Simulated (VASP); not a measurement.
Runs of VASP 6.6.1 on InSb. The structure is that of space group F-43m (No. 216), or close to it. The cells are those of the table. 

```tsv
cell	gap on the mesh (eV)	pressure (GPa)
a = 4.535, b = 4.535, c = 4.581 Å, angles 59.7, 59.7, 60.7°, 2 atoms	(a)	4.2
a = 4.604, b = 4.604, c = 4.581 Å, angles 60.2, 60.2, 59.7°, 2 atoms	none	2.6
a = 4.650, b = 4.650, c = 4.581 Å, angles 60.5, 60.5, 59.0°, 2 atoms	none	(b)
a = 4.558, b = 4.558, c = 4.535 Å, angles 60.2, 60.2, 59.7°, 2 atoms	none	4.2
a = 4.558, b = 4.558, c = 4.581 Å, angles 59.8, 59.8, 60.3°, 2 atoms	0.05	3.6
```

Alike in all rows: task single point; level PBE; potentials or basis VASP PAW PBE potentials, release 64 (In_d, Sb); no spin polarisation; k mesh 10 × 10 × 10; cutoff (eV) 520; smearing fermi-dirac 0.03 eV.

Problem. Fill in the values left out.

Solution. (a) 0.10; (b) 1.7.

Caveats: semilocal functionals underestimate gaps, and a narrow one can read as zero; spin-orbit coupling is left out, which moves the levels of the heavy elements; the cell stands under pressure (at least some runs).

A k mesh can miss the band edges, and the runs leave out spin-orbit coupling on In, Sb.

A gap of «none» marks levels without a gap at the run's occupations.
